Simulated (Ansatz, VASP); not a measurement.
# KMgF3 in VASP and in Ansatz

File INCAR:

```
  PREC = Accurate
  ENCUT = 600
  EDIFF = 1E-6
  ISMEAR = -1
  SIGMA = 0.05
  LREAL = False
  LASPH = True
  NELM = 60
  ALGO = Normal
  ISIF = 3
  LWAVE = False
  LCHARG = False
  GGA = PS
  IBRION = 2
  NSW = 60
  EDIFFG = -0.01
```

File KPOINTS:

```
regular mesh
0
Gamma
  7 7 7
```

The input POSCAR:

```
KMgF3
1.0
    3.9859000000      0.0000000000      0.0000000000
    0.0000000000      3.9859000000      0.0000000000
    0.0000000000      0.0000000000      3.9859000000
K Mg F
1 1 3
Direct
    0.5000000000      0.5000000000      0.5000000000
    0.0000000000      0.0000000000      0.0000000000
    0.0000000000      0.0000000000      0.5000000000
    0.0000000000      0.5000000000      0.0000000000
    0.5000000000      0.0000000000      0.0000000000
```

The input input.yaml:

```yaml
crystal:
  lattice:
    - [3.9859, 0.0, 0.0]
    - [0.0, 3.9859, 0.0]
    - [0.0, 0.0, 3.9859]
  atoms:
    - { symbol: K, position: [0.5, 0.5, 0.5] }
    - { symbol: Mg, position: [0.0, 0.0, 0.0] }
    - { symbol: F, position: [0.0, 0.0, 0.5] }
    - { symbol: F, position: [0.0, 0.5, 0.0] }
    - { symbol: F, position: [0.5, 0.0, 0.0] }
hamiltonian:
  xc: pbesol
  pseudopotentials: { kind: paw }
kpoints:
  mp_grid: { grid: [7, 7, 7] }
scf:
  occupations: { method: fermi_dirac, width: 0.05 }
output:
  forces: true
  stress: true
  eigenvalues: true
relax:
  f_tol: 0.01
  max_steps: 40
  cell: { stress_tol: 0.05 }
```

Alike in both runs: task relaxation of cell and atoms; functional PBEsol; k mesh 7 × 7 × 7; occupations fermi-dirac, width 0.05 eV; no spin polarisation.

|  | VASP | Ansatz |
| --- | --- | --- |
| version | VASP 6.6.1 | Ansatz 0.2.0 |
| potentials or method | VASP PAW PBE potentials, release 64 (K_sv, Mg, F) | Ansatz PAW |
| plane-wave cutoff (eV) | 600 | 420 |
| valence electrons in the cell | 32 | 40 |

VASP gave:

* gap on the k mesh at the Fermi level, each at its own relaxed structure (eV): 7.17
* relaxed volume (Å³/atom): 12.64
* relaxed length of the cell vector where the two differ most in proportion (Å): 3.983

Problem. Which values does Ansatz return?

Solution. gap on the k mesh at the Fermi level, each at its own relaxed structure (eV): 7.15; relaxed volume (Å³/atom): 12.71; relaxed length of the cell vector where the two differ most in proportion (Å): 3.991.

VASP's potentials were made for PBE, not for PBEsol. VASP's potentials hold 32 valence electrons a cell and Ansatz's 40, so a difference there can come from the potentials and not from the codes.

Noted on Ansatz's run: odd divisions of the mesh miss points on the zone boundary, where band edges often lie, so the gap on the mesh can be too wide; the plane-wave basis is chosen anew once the cell has moved, so the energies of steps on either side of that aren't comparable.
